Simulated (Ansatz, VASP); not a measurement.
C in VASP and in Ansatz

```xyz
2
Lattice="0.0000 2.1270 3.3480 1.2280 0.0000 3.3480 1.2280 2.1270 0.0000" Properties=species:S:1:pos:R:3 pbc="T T T"
C     1.2280    0.7090    3.3480
C     1.2280    3.5450    3.3480
```

Alike in both runs: task single point; functional LDA; k mesh 16 × 16 × 16; occupations methfessel-paxton of order 1, width 0.2 eV; no spin polarisation.

```csv
,VASP,Ansatz
version,VASP 6.6.1,Ansatz 0.2.0
potentials or method,"VASP PAW LDA potentials, release 64 (C), cutoff 520 eV","plane waves, PAW"
valence electrons in the cell,8,8
```

```tsv
	VASP	Ansatz	Ansatz less VASP
pressure (GPa)	-3.0	-3.8	-0.79
traceless stress, the component that is largest in VASP (GPa)	3.17	4.07	+0.908
```

LDA's correlation is that of Perdew and Zunger in VASP and of Perdew and Wang (1992) in Ansatz.
